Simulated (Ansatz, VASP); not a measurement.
## One calculation of CaO, two programs

Contents of POSCAR:

```
CaO
1.0
    0.0000000000      2.3975501188      2.3975501188
    2.3975501188      0.0000000000      2.3975501188
    2.3975501188      2.3975501188      0.0000000000
Ca O
1 1
Direct
    0.0000000000      0.0000000000      0.0000000000
    0.5000000000      0.5000000000      0.5000000000
```

File INCAR.step1:

```
SYSTEM = CaO
  PREC = Accurate
  ENCUT = 520
  EDIFF = 1E-5
  ISMEAR = 0
  SIGMA = 0.01
  LREAL = .FALSE.
  LASPH = .TRUE.
  NELM = 80
  ALGO = Normal
  ISIF = 2
  LWAVE = .TRUE.
  LCHARG = .FALSE.
  NBANDS = 15
  GGA = PE
```

INCAR.step2

```
SYSTEM = CaO
  PREC = Accurate
  ENCUT = 520
  EDIFF = 1E-6
  ISMEAR = 0
  SIGMA = 0.01
  LREAL = .FALSE.
  LASPH = .TRUE.
  NELM = 80
  ALGO = Normal
  ISIF = 2
  LWAVE = .FALSE.
  LCHARG = .FALSE.
  GGA = PE
  LHFCALC = .TRUE.
  HFSCREEN = 0.2079
  PRECFOCK = Normal
  NBANDS = 15
  ISTART = 1
```

The input KPOINTS:

```
Automatic mesh
0
G
  6 6 6
  0 0 0
```

Input for Ansatz:

```yaml
crystal:
  lattice:
    - [0.0, 2.3975501188, 2.3975501188]
    - [2.3975501188, 0.0, 2.3975501188]
    - [2.3975501188, 2.3975501188, 0.0]
  atoms:
    - { symbol: Ca, position: [0.0, 0.0, 0.0] }
    - { symbol: O, position: [0.5, 0.5, 0.5] }
kpoints:
  mp_grid: { grid: [6, 6, 6] }
  band_path:
    path:
      - [0.0, 0.0, 0.0]
      - [0.5, 0.0, 0.5]
      - [0.625, 0.25, 0.625]
      - [0.375, 0.375, 0.75]
      - [0.5, 0.5, 0.5]
      - [0.5, 0.25, 0.75]
      - [0.0, 0.5, 0.5]
    npoints: 1
hamiltonian:
  xc: hse06
scf:
  occupations: { method: fixed }
  n_extra_bands: 4
output:
  forces: true
  stress: true
  eigenvalues: true
```

Alike in both runs: task single point; functional HSE06; k mesh 6 × 6 × 6; no spin polarisation.

```csv
,VASP,Ansatz
version,VASP 6.6.1,Ansatz 0.2.0
potentials or method,"VASP PAW PBE potentials, release 64 (Ca_sv, O)","plane waves, PAW"
plane-wave cutoff (eV),520,420
occupations,"gaussian, width 0.01 eV",fixed
valence electrons in the cell,16,16
```

|  | VASP | Ansatz | Ansatz less VASP |
| --- | --- | --- | --- |
| gap on the k mesh at the Fermi level (eV) | 5.29 | 5.31 | +0.018 |
| pressure (GPa) | 1.0 | 0.2 | -0.74 |

Ansatz's warnings: stress exchange threshold loose, stress scf threshold loose.
